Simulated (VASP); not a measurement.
# Sr (P-1) in VASP: a series of runs

The runs below take Sr through single point, with LDA, PBE.

Everything below comes from runs of VASP 6.6.1. Logs are shortened: lines on timing, memory, paths and dates and some standing lists are left out, and cuts for length are marked.

## Step 1: The cell of the first run

The typed cell holds 1 atom: a = 4.205 Å, b = 4.250 Å, c = 4.236 Å, α = 112.04°, β = 107.66°, γ = 109.37°.

## Step 2: Single point, LDA

The input, INCAR:

```
PREC = Accurate
ENCUT = 520
EDIFF = 1E-7
ISMEAR = -1
SIGMA = 0.05
LREAL = F
LASPH = T
NELM = 60
ALGO = Fast
ISIF = 2
LWAVE = F
LCHARG = F
GGA = CA
NBANDS = 11
```

The input, KPOINTS:

```
Automatic mesh
0
Gamma
  9 9 9
```

The input, POSCAR:

```
Sr
1.0
   -2.3801670000      2.4775910000      2.4246930000
    2.3779460000     -2.5185890000      2.4634700000
    2.3656120000      2.5040340000     -2.4656910000
Sr
1
Direct
    0.0136030000      0.0059810000     -0.0139020000
```

Potentials or basis: VASP PAW LDA potentials, release 64 (Sr_sv).

Run with:

```bash
cat potpaw_LDA.64/Sr_sv/POTCAR > POTCAR
mpirun -np 1 vasp_std > vasp.out
```

OUTCAR:

```text
PREC = Accurate
   ENCUT = 520
   EDIFF = 1E-7
   ISMEAR = -1
   LREAL = F
   LASPH = T
   NELM = 60
   ISIF = 2
   GGA = CA

 ion  position               nearest neighbor table
   1  0.014  0.006  0.986-

  LATTYP: Found a triclinic cell.
 ALAT       =     4.2362646890
 B/A-ratio  =     1.1539258733
 C/A-ratio  =     1.1197555390
 COS(alpha) =     0.0008968059
 COS(beta)  =     0.5568754487
 COS(gamma) =     0.5872342994

  Lattice vectors:

 A1 = (  -2.3656120000,  -2.5040340000,   2.4656910000)
 A2 = (  -0.0022210000,  -0.0409980000,   4.8881630000)
 A3 = (  -4.7435580000,   0.0145550000,   0.0022210000)

Analysis of symmetry for initial positions (statically):
=====================================================================
 Subroutine PRICEL returns:
 Original cell was already a primitive cell.

 Routine SETGRP: Setting up the symmetry group for a
 triclinic supercell.

 Subroutine GETGRP returns: Found  2 space group operations
 (whereof  1 operations were pure point group operations)
 out of a pool of  2 trial point group operations.

The static configuration has the point symmetry C_1 .
 The point group associated with its full space group is S_2 .

Analysis of symmetry for dynamics (positions and initial velocities):
=====================================================================
 Subroutine PRICEL returns:
 Original cell was already a primitive cell.

 Routine SETGRP: Setting up the symmetry group for a
 triclinic supercell.

 Subroutine GETGRP returns: Found  2 space group operations
 (whereof  1 operations were pure point group operations)
 out of a pool of  2 trial point group operations.

The dynamic configuration has the point symmetry C_1 .
 The point group associated with its full space group is S_2 .

 Subroutine INISYM returns: Found  2 space group operations
 (whereof  1 operations are pure point group operations),
 and found     1 'primitive' translations

----------------------------------------------------------------------------------------

                                     Primitive cell

  volume of cell :      57.7507

  direct lattice vectors                    reciprocal lattice vectors
    -2.380167000  2.477591000  2.424693000     0.000717734  0.202437411  0.206274039
     2.377946000 -2.518589000  2.463470000     0.210915120  0.002300813  0.204690959
     2.365612000  2.504034000 -2.465691000     0.211430936  0.201370147  0.001784998

  length of vectors
     4.205090755  4.250482581  4.236264689     0.289016262  0.293919837  0.291986580

  position of ions in fractional coordinates (direct lattice)
     0.013603000  0.005981000  0.986098000

  ion indices of the primitive-cell ions
   primitive index   ion index
                 1           1

----------------------------------------------------------------------------------------

 KPOINTS: Automatic mesh

Automatic generation of k-mesh.
 Grid dimensions read from file:
 generate k-points for:    9    9    9

 Generating k-lattice:

  Cartesian coordinates                     Fractional coordinates (reciprocal lattice)
     0.000079748  0.022493046  0.022919338     0.111111111 -0.000000000  0.000000000
     0.023435013  0.000255646  0.022743440     0.000000000  0.111111111  0.000000000
     0.023492326  0.022374461  0.000198333     0.000000000  0.000000000  0.111111111

  Length of vectors
     0.032112918  0.032657760  0.032442953

  Shift w.r.t. Gamma in fractional coordinates (k-lattice)
     0.000000000  0.000000000  0.000000000

 Subroutine IBZKPT returns following result:
 ===========================================

 Found    365 irreducible k-points:

 Following reciprocal coordinates:
            Coordinates               Weight
  0.000000  0.000000  0.000000      1.000000
  0.111111  0.000000 -0.000000      2.000000
  0.222222  0.000000 -0.000000      2.000000
  0.333333  0.000000  0.000000      2.000000
  0.444444  0.000000 -0.000000      2.000000
 -0.000000  0.111111 -0.000000      2.000000
[... 16 lines left out ...]
 -0.111111  0.222222 -0.000000      2.000000
 -0.000000  0.333333  0.000000      2.000000
 [... further k-points ...]
   k-points           NKPTS =    365   k-points in BZ     NKDIM =    365   number of bands    NBANDS=     11
   number of dos      NEDOS =    301   number of ions     NIONS =      1
   total plane-waves  NPLWV =  32768
   dimension x,y,z NGX =    32 NGY =   32 NGZ =   32
   dimension x,y,z NGXF=    64 NGYF=   64 NGZF=   64
   ions per type =               1
   NGX,Y,Z   is equivalent  to a cutoff of  12.65, 12.52, 12.56 a.u.
   NGXF,Y,Z  is equivalent  to a cutoff of  25.30, 25.03, 25.12 a.u.
 SYSTEM =  unknown system
   PREC   = accura    normal or accurate (medium, high low for compatibility)
   ISTART =      0    job   : 0-new  1-cont  2-samecut
   ICHARG =      2    charge: 1-file 2-atom 10-const
   ISPIN  =      1    spin polarized calculation?
   LNONCOLLINEAR =      F non collinear calculations
   LSORBIT =      F    spin-orbit coupling
   LASPH  =      T    aspherical Exc in radial PAW
   ENCUT  =  520.0 eV  38.22 Ry    6.18 a.u.   7.82  7.90  7.88*2*pi/ulx,y,z
   NELM   =     60;   NELMIN=  2; NELMDL= -5     # of ELM steps
   EDIFF  = 0.1E-06   stopping-criterion for ELM
   LREAL  =      F    real-space projection
   EDIFFG = 0.1E-05   stopping-criterion for IOM
   NSW    =      0    number of steps for IOM
   IBRION =     -1    ionic relax: 0-MD 1-quasi-New 2-CG
   NFREE  =      0    steps in history (QN), initial steepest desc. (CG)
   ISIF   =      2    stress and relaxation
   ISYM   =      2    0-nonsym 1-usesym 2-fastsym
   POTIM  = 0.5000    time-step for ionic-motion
   TEBEG  =    0.0;   TEEND  =   0.0 temperature during run
   PSTRESS=    0.0 pullay stress
   NELECT =      10.0000    total number of electrons
   NUPDOWN=      -1.0000    fix difference up-down
   EMIN   =  10.00;   EMAX   =-10.00  energy-range for DOS
   EFERMI =   0.00;   METHOD = LEGACY
   ISMEAR =    -1;   SIGMA  =   0.05  broadening in eV -4-tet -1-fermi 0-gaus
   EFERMI_NEDOS =   21; number of points for ismear=-14 and -15
   IALGO  =     68    algorithm
   IMIX   =      4    mixing-type and parameters
     AMIX     =   0.40;   BMIX     =  1.00
     AMIX_MAG =   1.60;   BMIX_MAG =  1.00
  volume/ion in A,a.u.               =      57.75       389.72
  Fermi-wavevector in a.u.,A,eV,Ry     =   0.912478  1.724334 11.328436  0.832617
  Thomas-Fermi vector in A             =   2.036879
   LORBIT       =      0    0 simple, 1 ext, 2 COOP (PROOUT), +10 PAW based schemes
   GGA     = CA    functional components
   LHFCALC =     F    Hartree Fock is set to
   AEXX    =    0.0000 exact exchange contribution
   IVDW    =     0    specifies the selected vdW correction
   LEPSILON=     F    determine dielectric tensor
   LRPA    =     F    only Hartree local field effects (RPA)
 non-spin polarized calculation
 RMM-DIIS sequential band-by-band and
  energy-cutoff  :      520.00
  volume of cell :       57.75
 maximum number of plane-waves:      1571
   NGX = 15   NGY = 15   NGZ = 15

 number of electron      10.0000000 magnetization

 Free energy of the ion-electron system (eV)
  ---------------------------------------------------
  ext. energy  EPLUGINS =         0.00000000
  ---------------------------------------------------
  free energy    TOTEN  =        -1.83149434 eV

  energy without entropy =       -1.81972093  energy(sigma->0) =       -1.82560764

 E-fermi :   1.2809     XC(G=0):  -7.4044

 val. band max:        1.2742465120   @ k =   0.3333   0.2222   0.2222
 cond. band min:       1.2834790848   @ k =  -0.4444  -0.4444   0.3333
 fundamental gap:      0.0092325727
 Fermi energy:         1.2809222463

 k-point     1 :       0.0000    0.0000    0.0000
  band No.  band energies     occupation
      1     -35.2968      2.00000
      2     -17.2873      2.00000
      3     -17.2866      2.00000
      4     -17.2829      2.00000
      5      -2.3213      2.00000
      6       3.3117      0.00000
      7       3.4620      0.00000
      8       3.6119      0.00000
      9       4.5787      0.00000
     10       4.9027      0.00000
     11       9.0267      0.00000

 k-point     2 :       0.1111    0.0000   -0.0000
  band No.  band energies     occupation
      1     -35.2953      2.00000
      2     -17.3047      2.00000
      3     -17.2940      2.00000
      4     -17.2859      2.00000
      5      -2.1218      2.00000
      6       3.2275      0.00000
      7       3.4300      0.00000
      8       3.6817      0.00000
      9       4.3462      0.00000
     10       4.8607      0.00000
     11       9.2636      0.00000

 k-point     3 :       0.2222    0.0000   -0.0000
  band No.  band energies     occupation
      1     -35.2914      2.00000
      2     -17.3584      2.00000
      3     -17.3112      2.00000
      4     -17.2847      2.00000
      5      -1.5564      2.00000
      6       2.7635      0.00000
      7       3.0966      0.00000
      8       4.2423      0.00000
      9       4.2453      0.00000
     10       4.8229      0.00000
     11       9.0115      0.00000

 k-point     4 :       0.3333    0.0000    0.0000
  band No.  band energies     occupation
      1     -35.2870      2.00000
      2     -17.4184      2.00000
      3     -17.3308      2.00000
      4     -17.2832      2.00000
      5      -0.7362      2.00000
      6       2.1118      0.00000
      7       2.7752      0.00000
      8       4.3664      0.00000
      9       4.8861      0.00000
     10       5.1247      0.00000
     11       7.5770      0.00000
[... 239 lines left out ...]
 k-point    22 :      -0.2222    0.2222    0.0000
  band No.  band energies     occupation
      1     -35.2918      2.00000
      2     -17.3574      2.00000
      3     -17.3090      2.00000
      4     -17.2853      2.00000
      5      -1.5509      2.00000
      6       2.7972      0.00000
      7       2.9078      0.00000
      8       4.2170      0.00000
      9       4.5083      0.00000
     10       4.7830      0.00000
     11       8.9167      0.00000

 k-point    23 :      -0.1111    0.2222   -0.0000
  band No.  band energies     occupation
      1     -35.2928      2.00000
      2     -17.3407      2.00000
      3     -17.2986      2.00000
      4     -17.2932      2.00000
      5      -1.7224      2.00000
      6       2.9561      0.00000
      7       3.0276      0.00000
      8       4.0139      0.00000
      9       4.4195      0.00000
     10       4.8224      0.00000
     11       9.7091      0.00000

 k-point    24 :      -0.0000    0.3333    0.0000
  band No.  band energies     occupation
      1     -35.2872      2.00000
      2     -17.4155      2.00000
      3     -17.3297      2.00000
      4     -17.2888      2.00000
      5      -0.6834      2.00000
      6       2.1850      0.00000
      7       2.4887      0.00000
      8       4.7258      0.00000
      9       4.9256      0.00000
     10       5.0471      0.00000
     11       7.8734      0.00000

 [... further k-points ...]

------------------------ aborting loop because EDIFF is reached ----------------------------------------

  FORCE on cell =-STRESS in cart. coord.  units (eV):
  Direction    XX          YY          ZZ          XY          YZ          ZX
  --------------------------------------------------------------------------------------
  -------------------------------------------------------------------------------------
  Total       -0.6754771     -0.6918465     -0.7007291      0.0222971      0.0593946      0.0042857
  in kB      -18.7397705    -19.1939055    -19.4403364      0.6185895      1.6477841      0.1188977
  external PRESSURE =     -19.1246708 kB  Pullay stress =       0.0000000 kB

 VOLUME and BASIS-vectors are now :
 -----------------------------------------------------------------------------
  energy-cutoff  :      520.00
  volume of cell :       57.75
      direct lattice vectors                 reciprocal lattice vectors
    -2.380167000  2.477591000  2.424693000     0.000717734  0.202437411  0.206274039
     2.377946000 -2.518589000  2.463470000     0.210915120  0.002300813  0.204690959
     2.365612000  2.504034000 -2.465691000     0.211430936  0.201370147  0.001784998

 POSITION                                       TOTAL-FORCE (eV/Angst)
 -----------------------------------------------------------------------------------
      2.31457      2.48786     -2.38370         0.000000      0.000000      0.000000
 -----------------------------------------------------------------------------------
    total drift:                               -0.000001     -0.000000     -0.000000

  FREE ENERGIE OF THE ION-ELECTRON SYSTEM (eV)
  ---------------------------------------------------
  free  energy   TOTEN  =        -1.8314943445 eV

  energy  without entropy=       -1.8197209339  energy(sigma->0) =       -1.82560764
```

Wall time 5.7 min (1 thread of Oxide Virtual Turin-like, shared host); peak memory 0.31 GiB.

Results:

| Property | Result |
| --- | --- |
| Free energy | -1.8315 eV |
| Pressure | -1.9 GPa |
| Band gap on the k mesh | zero (bands 5 and 6 overlap by 0.21 eV) |

Stress tensor (GPa, compression positive):
```
-1.87  0.06  0.01
 0.06 -1.92  0.16
 0.01  0.16 -1.94
```

## Step 3: Single point, PBE

The input, INCAR:

```
  PREC = Accurate
  ENCUT = 520
  EDIFF = 1E-6
  ISMEAR = 0
  SIGMA = 0.1
  LREAL = False
  LASPH = True
  NELM = 60
  ALGO = Fast
  ISIF = 2
  LWAVE = False
  LCHARG = False
  GGA = PE
  NBANDS = 11
```

KPOINTS is that of step 2.

POSCAR is that of step 2.

Potentials or basis: VASP PAW PBE potentials, release 64 (Sr_sv).

Run with:

```bash
cat potpaw_PBE.64/Sr_sv/POTCAR > POTCAR
mpirun -np 1 vasp_std > vasp.out
```

Wall time 4.8 min (1 thread of Oxide Virtual Turin-like, shared host); peak memory 0.32 GiB.

Results (log left out):

* Free energy: -1.6226 eV
* Pressure: -0.7 GPa
* Band gap on the k mesh: zero (bands 5 and 6 overlap by 0.22 eV)

Stress tensor (GPa, compression positive):
```
-0.67  0.06  0.01
 0.06 -0.69  0.16
 0.01  0.16 -0.72
```

Levels at points of the mesh, in eV from the Fermi level:
```csv
k point,band 2,band 3,band 4,band 5,band 6,band 7,band 8,band 9
"(0.00, 0.00, 0.00)",-18.63,-18.63,-18.63,-3.59,2.15,2.30,2.45,3.39
```

## Step 4: Single point, LDA

The input, INCAR:

```
SYSTEM = Sr
PREC = Accurate ; ENCUT = 520
EDIFF = 1E-7 ; ISMEAR = -1
SIGMA = 0.05 ; LREAL = .False.
LASPH = .True. ; NELM = 60
ALGO = Fast ; ISIF = 2
LWAVE = .False. ; LCHARG = .True.
GGA = CA ; LELF = .True.
LVHAR = .True. ; NBANDS = 11
```

The input, KPOINTS:

```
regular mesh
0
Gamma
  11 11 11
  0 0 0
```

POSCAR is that of step 3.

Potentials or basis: VASP PAW LDA potentials, release 64 (Sr_sv).

Run with:

```bash
cat potpaw_LDA.64/Sr_sv/POTCAR > POTCAR
mpirun -np 1 vasp_std > vasp.out
```

It took 11 min on 1 thread of Oxide Virtual Turin-like, shared host; peak memory 0.46 GiB.

Results (log left out):

* Free energy: -1.8342 eV
* Pressure: -1.9 GPa
* Band gap on the k mesh: zero (bands 5 and 6 overlap by 0.32 eV)

Stress tensor (GPa, compression positive):
```
-1.84  0.07  0.01
 0.07 -1.92  0.20
 0.01  0.20 -1.92
```

Levels at points of the mesh, in eV from the Fermi level:
```csv
k point,band 1,band 2,band 3,band 4,band 5,band 6,band 7,band 8,band 9,band 10
"(0.00, 0.00, 0.00)",-36.57,-18.56,-18.56,-18.56,-3.59,2.04,2.19,2.34,3.31,3.63
```

## Step 5: Single point, PBE

The input, INCAR:

```
SYSTEM = Sr
PREC     = Accurate       ! precision mode
ENCUT    = 520            ! plane-wave cutoff, eV
EDIFF    = 1E-6           ! SCF threshold, eV
ISMEAR   = 0              ! smearing method
SIGMA    = 0.1            ! smearing width, eV
LREAL    = .False.        ! projectors in reciprocal space
LASPH    = .True.         ! aspherical terms in the spheres
NELM     = 80             ! most SCF steps
ALGO     = Fast           ! electronic algorithm
ISIF     = 2              ! what is computed and relaxed
LWAVE    = .False.        ! write WAVECAR
LCHARG   = .False.        ! write CHGCAR
GGA      = PE             ! functional
NBANDS   = 11             ! bands
```

KPOINTS is that of step 4.

POSCAR is that of step 4.

Potentials or basis: VASP PAW PBE potentials, release 64 (Sr_sv).

Run with:

```bash
cat potpaw_PBE.64/Sr_sv/POTCAR > POTCAR
mpirun -np 1 vasp_std > vasp.out
```

Wall time 8.6 min (1 thread of Oxide Virtual Turin-like, shared host); peak memory 0.48 GiB.

Results (log left out):

- Free energy: -1.6254 eV
- Pressure: -0.7 GPa
- Band gap on the k mesh: zero (bands 5 and 6 overlap by 0.31 eV)

Stress tensor (GPa, compression positive):
```
-0.64  0.08  0.01
 0.08 -0.70  0.20
 0.01  0.20 -0.70
```

Levels at points of the mesh, in eV from the Fermi level:
| k point | band 1 | band 2 | band 3 | band 4 | band 5 | band 6 | band 7 | band 8 | band 9 | band 10 |
| --- | --- | --- | --- | --- | --- | --- | --- | --- | --- | --- |
| (0.00, 0.00, 0.00) | -36.73 | -18.62 | -18.62 | -18.62 | -3.58 | 2.16 | 2.31 | 2.46 | 3.40 | 3.73 |

## Step 6: Overview

```tsv
level	potentials or basis	k mesh	smearing	further INCAR settings	gap on the mesh (eV)	pressure (GPa)
LDA	VASP PAW LDA potentials, release 64 (Sr_sv)	9 × 9 × 9	fermi-dirac 0.05 eV	ALGO = Fast; EDIFF = 1e-07; NBANDS = 11	none	-1.9
PBE	VASP PAW PBE potentials, release 64 (Sr_sv)	9 × 9 × 9	gaussian 0.1 eV	ALGO = Fast; EDIFF = 1e-06; NBANDS = 11	none	-0.7
LDA	VASP PAW LDA potentials, release 64 (Sr_sv)	11 × 11 × 11	fermi-dirac 0.05 eV	ALGO = Fast; EDIFF = 1e-07; NBANDS = 11	none	-1.9
PBE	VASP PAW PBE potentials, release 64 (Sr_sv)	11 × 11 × 11	gaussian 0.1 eV	ALGO = Fast; EDIFF = 1e-06; NBANDS = 11	none	-0.7
```

Alike in all rows: task single point; no spin polarisation; cell as given; cutoff (eV) 520.

Absolute energies hang on the potentials; compare differences alone.
